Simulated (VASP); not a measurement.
Set up this calculation in VASP 6.6.1, as the native input.

```
Task                   : single point
Functional             : PBEsol
Potentials or basis    : VASP PAW PBE potentials, release 64 (Re)
Cutoff                 : 520 eV
k mesh                 : 20 × 20 × 20
Occupations            : gaussian, width 0.15 eV
Spin                   : no spin polarisation
Dipole correction      : no
Further INCAR settings : ALGO = Normal; EDIFF = 1e-06; NBANDS = 10
```

The structure of Re lies in POSCAR:

```
Re
1.0
    0.0000000000      2.0737500000      2.0737500000
    2.0737500000      0.0000000000      2.0737500000
    2.0737500000      2.0737500000      0.0000000000
Re
1
Direct
    0.0000000000      0.0000000000      0.0000000000
```

This isn't the form of Re at room conditions, which is hcp.

This cell differs from its parent crystal: strain +0.050 along x and y, +0.050 along z.

The input as run:

INCAR

```
  PREC = Accurate
  ENCUT = 520
  EDIFF = 1E-6
  ISMEAR = 0
  SIGMA = 0.15
  LREAL = F
  LASPH = T
  NELM = 100
  ALGO = Normal
  ISIF = 2
  LWAVE = F
  LCHARG = F
  GGA = PS
  NBANDS = 10
```

KPOINTS

```
Automatic mesh
0
Gamma
  20 20 20
```

Potentials or basis: VASP PAW PBE potentials, release 64 (Re).

The run is started by

```console
$ cat potpaw_PBE.64/Re/POTCAR > POTCAR
$ mpirun -np 1 vasp_std > vasp.out
```

Results of the run:

The pressure is -50.3 GPa. The band gap on the k mesh is zero (an odd number of electrons rules out a gap without spin polarisation).

Caveat: the cell differs from its parent crystal (strain +0.050 along x and y, +0.050 along z); the cell stands under tension; the PAW data sets were made with another functional, which shifts forces and pressure a little; spin-orbit coupling is left out, which moves the levels of the heavy elements.

Wall time 14 s on 1 thread of Intel(R) Xeon(R) 6975P-C (Granite Rapids), with other jobs on the host, peak memory 0.17 GiB.
